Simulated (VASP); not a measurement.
Runs of VASP 6.6.1 on Fe. The structure is that of space group Pm-3m (No. 221), or close to it. The cells are those of the table. This isn't the form of Fe at room conditions, which is bcc.

```tsv
cell	k mesh	gap on the mesh (eV)	pressure (GPa)	moment (μB)
a = 3.488 Å, angles 60.0°, 2 atoms	13 × 13 × 13	none	-3.8	0.00
a = 3.443 Å, angles 60.0°, 2 atoms	12 × 12 × 12	none	(b)	0.00
a = 3.396 Å, angles 60.0°, 2 atoms	13 × 13 × 13	none	(a)	0.00
a = 3.348 Å, angles 60.0°, 2 atoms	13 × 13 × 13	none	9.3	0.00
a = 3.443 Å, angles 60.0°, 2 atoms	13 × 13 × 13	none	-0.4	0.00
a = 3.299 Å, angles 60.0°, 2 atoms	13 × 13 × 13	none	15.9	0.00
```

Alike in all rows: task single point; level r2SCAN; potentials or basis VASP PAW PBE potentials, release 64 (Fe); spin collinear, antiferromagnetic start; cutoff (eV) 520; smearing fermi-dirac 0.05 eV.

Q: Estimate the missing entries.

A: (a) 3.9; (b) -0.3.

Caveats: the antiferromagnetic order is the one typed at the start, and another may lie lower; the PAW data sets were made with another functional, which shifts forces and pressure a little; the cell stands under pressure (at least some runs); the cell stands under tension (at least some runs).

A gap of «none» marks levels without a gap at the run's occupations.
